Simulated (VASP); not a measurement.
A run of VASP 6.6.1 is set up as follows.

File POSCAR:

```
Al2O3
1.0
    2.4390607379      1.4081923736      4.1150540224
   -2.4390607379      1.4081923736      4.1150540224
    0.0000000000     -2.8163847472      4.1150540223
Al O
4 6
Direct
    0.8519165699      0.8519165699      0.8519165699
    0.6480834301      0.6480834301      0.6480834301
    0.1480834301      0.1480834301      0.1480834301
    0.3519165699      0.3519165699      0.3519165699
    0.0563854984      0.4436145016      0.7500000000
    0.7500000000      0.0563854984      0.4436145016
    0.4436145016      0.7500000000      0.0563854984
    0.9436145016      0.5563854984      0.2500000000
    0.2500000000      0.9436145016      0.5563854984
    0.5563854984      0.2500000000      0.9436145016
```

File INCAR.step1:

```
ALGO = Normal
EDIFF = 1E-4
ENCUT = 520
GGA = PE
ISMEAR = 0
LASPH = True
LCHARG = False
LREAL = False
LWAVE = True
NBANDS = 35
NELM = 80
PREC = Accurate
SIGMA = 0.05
```

INCAR.step2

```
ALGO = Normal
EDIFF = 1E-6
ENCUT = 520
ISIF = 2
ISMEAR = 0
ISTART = 1
LASPH = True
LCHARG = False
LMIXTAU = True
LREAL = False
LWAVE = False
METAGGA = R2SCAN
NBANDS = 35
NELM = 80
PREC = Accurate
SIGMA = 0.05
```

Contents of KPOINTS:

```
k-points
0
Gamma
  6 6 6
```

Potentials or basis: VASP PAW PBE potentials, release 64 (Al, O).

Command:

```bash
$ cat potpaw_PBE.64/Al/POTCAR potpaw_PBE.64/O/POTCAR > POTCAR
$ cp INCAR.step1 INCAR
$ mpirun -np 1 vasp_std > vasp.out
$ cp INCAR.step2 INCAR
$ mpirun -np 1 vasp_std > vasp.out
```

(1) Estimate the largest force.

(2) Estimate the pressure.

(3) What does it give for the band gap on the k mesh?

Results:

(1) 0.657 eV/Å.

(2) -0.6 GPa.

(3) 6.46 eV.

Caveat: the cell differs from its parent crystal (strain +0.025 along x and y, -0.050 along z); the stress differs along the axes, from -11 to 21 GPa; the PAW data sets were made with another functional, which shifts forces and pressure a little.
